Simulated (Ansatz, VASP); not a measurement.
**Two plane-wave programs on Sn2PbO3**

Contents of INCAR:

```
PREC = Accurate ; ENCUT = 520
EDIFF = 1E-6 ; ISMEAR = 0
SIGMA = 0.1 ; LREAL = F
LASPH = T ; NELM = 60
ALGO = Normal ; ISIF = 2
LWAVE = F ; LCHARG = F
GGA = PE ; NBANDS = 72
```

Contents of KPOINTS:

```
regular mesh
0
Gamma
  4 4 1
```

File POSCAR:

```
Sn2PbO3
1.0
    3.9034747700      0.0000000000      0.0000000000
    0.0000000000      3.9034747700      0.0000000000
    0.0000000000      0.0000000000     15.0058736700
Sn Pb O
4 2 6
Direct
    0.0000000000      0.5000000000      0.9117912800
    0.0000000000      0.5000000000      0.5784579500
    0.5000000000      0.0000000000      0.0882087200
    0.5000000000      0.0000000000      0.4215420500
    0.0000000000      0.5000000000      0.2451246200
    0.5000000000      0.0000000000      0.7548753800
    0.5000000000      0.5000000000      0.8333333300
    0.5000000000      0.5000000000      0.1666666700
    0.5000000000      0.5000000000      0.5000000000
    0.0000000000      0.0000000000      0.8333333300
    0.0000000000      0.0000000000      0.1666666700
    0.0000000000      0.0000000000      0.5000000000
```

Input for Ansatz:

```yaml
crystal:
  lattice:
    - [3.90347477, 0.0, 0.0]
    - [0.0, 3.90347477, 0.0]
    - [0.0, 0.0, 15.00587367]
  atoms:
    - { symbol: Sn, position: [0.0, 0.5, 0.91179128] }
    - { symbol: Sn, position: [0.0, 0.5, 0.57845795] }
    - { symbol: Sn, position: [0.5, 0.0, 0.08820872] }
    - { symbol: Sn, position: [0.5, 0.0, 0.42154205] }
    - { symbol: Pb, position: [0.0, 0.5, 0.24512462] }
    - { symbol: Pb, position: [0.5, 0.0, 0.75487538] }
    - { symbol: O, position: [0.5, 0.5, 0.83333333] }
    - { symbol: O, position: [0.5, 0.5, 0.16666667] }
    - { symbol: O, position: [0.5, 0.5, 0.5] }
    - { symbol: O, position: [0.0, 0.0, 0.83333333] }
    - { symbol: O, position: [0.0, 0.0, 0.16666667] }
    - { symbol: O, position: [0.0, 0.0, 0.5] }
basis:
  ecutwfc: 420
kpoints:
  mp_grid: { grid: [4, 4, 1] }
hamiltonian:
  xc: pbe
scf:
  occupations: { method: gaussian, width: 0.1 }
  lower_state_search: "off"
output:
  forces: true
  stress: true
  eigenvalues: true
```

Alike in both runs: task single point; functional PBE; k mesh 4 × 4 × 1; occupations gaussian, width 0.1 eV; no spin polarisation.

```csv
,VASP,Ansatz
version,VASP 6.6.1,Ansatz 0.2.0
potentials or method,"VASP PAW PBE potentials, release 64 (Sn_d, Pb_d, O), cutoff 520 eV","scalar-relativistic, plane waves, PAW"
valence electrons in the cell,120,120
```

|  | VASP | Ansatz | Ansatz less VASP |
| --- | --- | --- | --- |
| gap on the k mesh at the Fermi level (eV) | 0.51 | 0.50 | -0.006 |
| least direct gap on the mesh (eV) | 1.57 | 1.61 | +0.040 |
| pressure (GPa) | 1.6 | 1.5 | -0.13 |
| traceless stress, the component that is largest in VASP (GPa) | -0.27 | -0.28 | -0.008 |
| rms of the force components (eV/Å) | 0.366 | 0.370 | +0.0039 |

Atom by atom the forces differ by 0.026 eV/Å (rms over components).

Spin-orbit coupling is off throughout.
